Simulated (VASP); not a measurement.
# Na (Fm-3m) in VASP: single point with PBE

Aim: the single point of Na with PBE.

Program: VASP 6.6.1. These are calculated values, not measurements. Logs are shortened: lines on timing, memory, paths and dates and some standing lists are left out, and cuts for length are marked.

### Step 1. The cell of the first run

It takes space group Fm-3m (No. 225, cubic). The conventional cell has a = 7.666 Å, b = 7.666 Å, c = 7.666 Å, α = 90.00°, β = 90.00°, γ = 90.00°. Within 4.4 Å of Na (site symmetry -43m) lie 10 Na at 3.32 to 3.83 Å. Na (site symmetry m-3m) has 8 Na at 3.32 Å within 4.4 Å.

This isn't the form of Na at room conditions, which is bcc.

### Step 2. Single point, PBE

Contents of INCAR:

```
SYSTEM = Na
PREC = Accurate ; ENCUT = 500
EDIFF = 1E-6 ; ISMEAR = -1
SIGMA = 0.1 ; LREAL = .FALSE.
LASPH = .TRUE. ; NELM = 120
ALGO = Normal ; ISIF = 2
LWAVE = .FALSE. ; LCHARG = .FALSE.
GGA = PE ; NBANDS = 18
GGA_COMPAT = .FALSE.
```

Contents of KPOINTS:

```
Automatic mesh
0
G
  5 5 5
  0 0 0
```

Contents of POSCAR:

```
Na
1.0
    0.0000000000      3.8330040000      3.8330040000
    3.8330040000      0.0000000000      3.8330040000
    3.8330040000      3.8330040000      0.0000000000
Na
3
Direct
    0.2500000000      0.2500000000      0.2500000000
    0.7500000000      0.7500000000      0.7500000000
    0.5000000000      0.5000000000      0.5000000000
```

Potentials or basis: VASP PAW PBE potentials, release 64 (Na_pv).

Command:

```
cat potpaw_PBE.64/Na_pv/POTCAR > POTCAR
mpirun -np 1 vasp_std > vasp.out
```

OUTCAR:

```text
SYSTEM = Na
   PREC = Accurate
   ENCUT = 500
   EDIFF = 1E-6
   ISMEAR = -1
   LREAL = .FALSE.
   LASPH = .TRUE.
   NELM = 120
   ISIF = 2
   GGA = PE

 ion  position               nearest neighbor table
   1  0.250  0.250  0.250-
   2  0.750  0.750  0.750-
   3  0.500  0.500  0.500-

  LATTYP: Found a face centered cubic cell.
 ALAT       =     7.6660080000

  Lattice vectors:

 A1 = (   0.0000000000,   3.8330040000,   3.8330040000)
 A2 = (   3.8330040000,   0.0000000000,   3.8330040000)
 A3 = (   3.8330040000,   3.8330040000,   0.0000000000)

Analysis of symmetry for initial positions (statically):
=====================================================================
 Subroutine PRICEL returns:
 Original cell was already a primitive cell.

 Routine SETGRP: Setting up the symmetry group for a
 face centered cubic supercell.

 Subroutine GETGRP returns: Found 48 space group operations
 (whereof 48 operations were pure point group operations)
 out of a pool of 48 trial point group operations.

The static configuration has the point symmetry O_h .

Analysis of symmetry for dynamics (positions and initial velocities):
=====================================================================
 Subroutine PRICEL returns:
 Original cell was already a primitive cell.

 Routine SETGRP: Setting up the symmetry group for a
 face centered cubic supercell.

 Subroutine GETGRP returns: Found 48 space group operations
 (whereof 48 operations were pure point group operations)
 out of a pool of 48 trial point group operations.

The dynamic configuration has the point symmetry O_h .

 Subroutine INISYM returns: Found 48 space group operations
 (whereof 48 operations are pure point group operations),
 and found     1 'primitive' translations

----------------------------------------------------------------------------------------

                                     Primitive cell

  volume of cell :     112.6284

  direct lattice vectors                    reciprocal lattice vectors
     0.000000000  3.833004000  3.833004000    -0.130445990  0.130445990  0.130445990
     3.833004000  0.000000000  3.833004000     0.130445990 -0.130445990  0.130445990
     3.833004000  3.833004000  0.000000000     0.130445990  0.130445990 -0.130445990

  length of vectors
     5.420686241  5.420686241  5.420686241     0.225939082  0.225939082  0.225939082

  position of ions in fractional coordinates (direct lattice)
     0.250000000  0.250000000  0.250000000
     0.750000000  0.750000000  0.750000000
     0.500000000  0.500000000  0.500000000

  ion indices of the primitive-cell ions
   primitive index   ion index
                 1           1
                 2           2
                 3           3

----------------------------------------------------------------------------------------

 KPOINTS: Automatic mesh

Automatic generation of k-mesh.
 Grid dimensions read from file:
 generate k-points for:    5    5    5

 Generating k-lattice:

  Cartesian coordinates                     Fractional coordinates (reciprocal lattice)
    -0.026089198  0.026089198  0.026089198     0.200000000  0.000000000  0.000000000
     0.026089198 -0.026089198  0.026089198     0.000000000  0.200000000  0.000000000
     0.026089198  0.026089198 -0.026089198     0.000000000  0.000000000  0.200000000

  Length of vectors
     0.045187816  0.045187816  0.045187816

  Shift w.r.t. Gamma in fractional coordinates (k-lattice)
     0.000000000  0.000000000  0.000000000

 Subroutine IBZKPT returns following result:
 ===========================================

 Found     10 irreducible k-points:

 Following reciprocal coordinates:
            Coordinates               Weight
  0.000000  0.000000  0.000000      1.000000
  0.200000  0.000000  0.000000      8.000000
  0.400000  0.000000  0.000000      8.000000
  0.200000  0.200000  0.000000      6.000000
  0.400000  0.200000  0.000000     24.000000
 -0.400000  0.200000  0.000000     24.000000
 -0.200000  0.200000  0.000000     12.000000
  0.400000  0.400000  0.000000      6.000000
 -0.400000  0.400000  0.000000     12.000000
 -0.400000  0.400000  0.200000     24.000000
   k-points           NKPTS =     10   k-points in BZ     NKDIM =     10   number of bands    NBANDS=     18
   number of dos      NEDOS =    301   number of ions     NIONS =      3
   total plane-waves  NPLWV =  64000
   dimension x,y,z NGX =    40 NGY =   40 NGZ =   40
   dimension x,y,z NGXF=    80 NGYF=   80 NGZF=   80
   ions per type =               3
   NGX,Y,Z   is equivalent  to a cutoff of  12.27, 12.27, 12.27 a.u.
   NGXF,Y,Z  is equivalent  to a cutoff of  24.54, 24.54, 24.54 a.u.
 SYSTEM =  Na
   PREC   = accura    normal or accurate (medium, high low for compatibility)
   ISTART =      0    job   : 0-new  1-cont  2-samecut
   ICHARG =      2    charge: 1-file 2-atom 10-const
   ISPIN  =      1    spin polarized calculation?
   LNONCOLLINEAR =      F non collinear calculations
   LSORBIT =      F    spin-orbit coupling
   LASPH  =      T    aspherical Exc in radial PAW
   ENCUT  =  500.0 eV  36.75 Ry    6.06 a.u.   9.88  9.88  9.88*2*pi/ulx,y,z
   NELM   =    120;   NELMIN=  2; NELMDL= -5     # of ELM steps
   EDIFF  = 0.1E-05   stopping-criterion for ELM
   LREAL  =      F    real-space projection
   EDIFFG = 0.1E-04   stopping-criterion for IOM
   NSW    =      0    number of steps for IOM
   IBRION =     -1    ionic relax: 0-MD 1-quasi-New 2-CG
   NFREE  =      0    steps in history (QN), initial steepest desc. (CG)
   ISIF   =      2    stress and relaxation
   ISYM   =      2    0-nonsym 1-usesym 2-fastsym
   POTIM  = 0.5000    time-step for ionic-motion
   TEBEG  =    0.0;   TEEND  =   0.0 temperature during run
   PSTRESS=    0.0 pullay stress
   NELECT =      21.0000    total number of electrons
   NUPDOWN=      -1.0000    fix difference up-down
   EMIN   =  10.00;   EMAX   =-10.00  energy-range for DOS
   EFERMI =   0.00;   METHOD = LEGACY
   ISMEAR =    -1;   SIGMA  =   0.10  broadening in eV -4-tet -1-fermi 0-gaus
   EFERMI_NEDOS =   21; number of points for ismear=-14 and -15
   IALGO  =     38    algorithm
   IMIX   =      4    mixing-type and parameters
     AMIX     =   0.40;   BMIX     =  1.00
     AMIX_MAG =   1.60;   BMIX_MAG =  1.00
  volume/ion in A,a.u.               =      37.54       253.35
  Fermi-wavevector in a.u.,A,eV,Ry     =   0.935259  1.767384 11.901149  0.874710
  Thomas-Fermi vector in A             =   2.062148
   LORBIT       =      0    0 simple, 1 ext, 2 COOP (PROOUT), +10 PAW based schemes
   GGA     = PE    functional components
   LHFCALC =     F    Hartree Fock is set to
   AEXX    =    0.0000 exact exchange contribution
   IVDW    =     0    specifies the selected vdW correction
   LEPSILON=     F    determine dielectric tensor
   LRPA    =     F    only Hartree local field effects (RPA)
 non-spin polarized calculation
  energy-cutoff  :      500.00
  volume of cell :      112.63
 maximum number of plane-waves:      2870
   NGX = 19   NGY = 19   NGZ = 19

 number of electron      20.9999987 magnetization

 Free energy of the ion-electron system (eV)
  ---------------------------------------------------
  ext. energy  EPLUGINS =         0.00000000
  ---------------------------------------------------
  free energy    TOTEN  =        -3.47367088 eV

  energy without entropy =       -3.41138041  energy(sigma->0) =       -3.44252564

 E-fermi :   0.4379     XC(G=0):  -6.4265

 val. band max:        0.3849299703   @ k =  -0.4000   0.4000   0.0000
 cond. band min:       0.5725651277   @ k =  -0.4000   0.4000   0.2000
 fundamental gap:      0.1876351574
 Fermi energy:         0.4379363570

 k-point     1 :       0.0000    0.0000    0.0000
  band No.  band energies     occupation
      1     -24.8136      2.00000
      2     -24.8136      2.00000
      3     -24.8136      2.00000
      4     -24.7601      2.00000
      5     -24.7601      2.00000
      6     -24.7601      2.00000
[... 10 lines left out ...]
     17       6.1208      0.00000
     18       6.1214      0.00000

 k-point     2 :       0.2000    0.0000    0.0000
  band No.  band energies     occupation
      1     -24.8150      2.00000
      2     -24.8150      2.00000
      3     -24.8142      2.00000
      4     -24.7581      2.00000
      5     -24.7581      2.00000
      6     -24.7555      2.00000
[... 10 lines left out ...]
     17       5.4754      0.00000
     18       5.4754      0.00000

 k-point     3 :       0.4000    0.0000    0.0000
  band No.  band energies     occupation
      1     -24.8172      2.00000
      2     -24.8172      2.00000
      3     -24.8138      2.00000
      4     -24.7549      2.00000
      5     -24.7548      2.00000
      6     -24.7533      2.00000
[... 10 lines left out ...]
     17       5.3240      0.00000
     18       7.1543      0.00000

 k-point     4 :       0.2000    0.2000    0.0000
  band No.  band energies     occupation
      1     -24.8169      2.00000
      2     -24.8169      2.00000
      3     -24.8118      2.00000
      4     -24.7566      2.00000
      5     -24.7566      2.00000
      6     -24.7552      2.00000
[... 10 lines left out ...]
     17       6.2021      0.00000
     18       6.5227      0.00000

 k-point     5 :       0.4000    0.2000    0.0000
  band No.  band energies     occupation
      1     -24.8191      2.00000
      2     -24.8183      2.00000
      3     -24.8118      2.00000
      4     -24.7554      2.00000
      5     -24.7533      2.00000
      6     -24.7529      2.00000
[... 10 lines left out ...]
     17       6.3922      0.00000
     18       7.0074      0.00000

 k-point     6 :      -0.4000    0.2000    0.0000
  band No.  band energies     occupation
      1     -24.8187      2.00000
      2     -24.8172      2.00000
      3     -24.8142      2.00000
      4     -24.7580      2.00000
      5     -24.7523      2.00000
      6     -24.7511      2.00000
[... 10 lines left out ...]
     17       6.6874      0.00000
     18       6.8895      0.00000

 k-point     7 :      -0.2000    0.2000    0.0000
  band No.  band energies     occupation
      1     -24.8166      2.00000
      2     -24.8163      2.00000
      3     -24.8149      2.00000
      4     -24.7556      2.00000
      5     -24.7542      2.00000
      6     -24.7516      2.00000
[... 10 lines left out ...]
     17       5.7726      0.00000
     18       5.8415      0.00000

 k-point     8 :       0.4000    0.4000    0.0000
  band No.  band energies     occupation
      1     -24.8216      2.00000
      2     -24.8216      2.00000
      3     -24.8076      2.00000
      4     -24.7608      2.00000
      5     -24.7497      2.00000
      6     -24.7497      2.00000
[... 10 lines left out ...]
     17       8.1157      0.00000
     18       8.1157      0.00000

 k-point     9 :      -0.4000    0.4000    0.0000
  band No.  band energies     occupation
      1     -24.8214      2.00000
      2     -24.8207      2.00000
      3     -24.8094      2.00000
      4     -24.7625      2.00000
      5     -24.7484      2.00000
      6     -24.7465      2.00000
[... 10 lines left out ...]
     17       7.3630      0.00000
     18       8.0207      0.00000

 k-point    10 :      -0.4000    0.4000    0.2000
  band No.  band energies     occupation
      1     -24.8216      2.00000
      2     -24.8169      2.00000
      3     -24.8127      2.00000
      4     -24.7608      2.00000
      5     -24.7496      2.00000
      6     -24.7486      2.00000
[... 10 lines left out ...]
     17       6.8953      0.00000
     18       8.0767      0.00000

------------------------ aborting loop because EDIFF is reached ----------------------------------------

  FORCE on cell =-STRESS in cart. coord.  units (eV):
  Direction    XX          YY          ZZ          XY          YZ          ZX
  --------------------------------------------------------------------------------------
  -------------------------------------------------------------------------------------
  Total        0.7781587      0.7781587      0.7781587     -0.0000000     -0.0000000      0.0000000
  in kB       11.0695749     11.0695749     11.0695749     -0.0000000     -0.0000000      0.0000000
  external PRESSURE =      11.0695749 kB  Pullay stress =       0.0000000 kB

 VOLUME and BASIS-vectors are now :
 -----------------------------------------------------------------------------
  energy-cutoff  :      500.00
  volume of cell :      112.63
      direct lattice vectors                 reciprocal lattice vectors
     0.000000000  3.833004000  3.833004000    -0.130445990  0.130445990  0.130445990
     3.833004000  0.000000000  3.833004000     0.130445990 -0.130445990  0.130445990
     3.833004000  3.833004000  0.000000000     0.130445990  0.130445990 -0.130445990

 POSITION                                       TOTAL-FORCE (eV/Angst)
 -----------------------------------------------------------------------------------
      1.91650      1.91650      1.91650        -0.000000     -0.000000     -0.000000
      5.74951      5.74951      5.74951         0.000000     -0.000000      0.000000
      3.83300      3.83300      3.83300         0.000000      0.000000      0.000000
 -----------------------------------------------------------------------------------
    total drift:                               -0.000000     -0.000000      0.000000

  FREE ENERGIE OF THE ION-ELECTRON SYSTEM (eV)
  ---------------------------------------------------
  free  energy   TOTEN  =        -3.4736708767 eV

  energy  without entropy=       -3.4113804084  energy(sigma->0) =       -3.44252564
```

It took 17 s on 1 thread of Intel Xeon Platinum 8488C (Sapphire Rapids), shared host; peak memory 0.22 GiB.

Results:

- Free energy: -3.4737 eV
- Pressure: 1.1 GPa
- Band gap on the k mesh: zero (an odd number of electrons rules out a gap without spin polarisation)
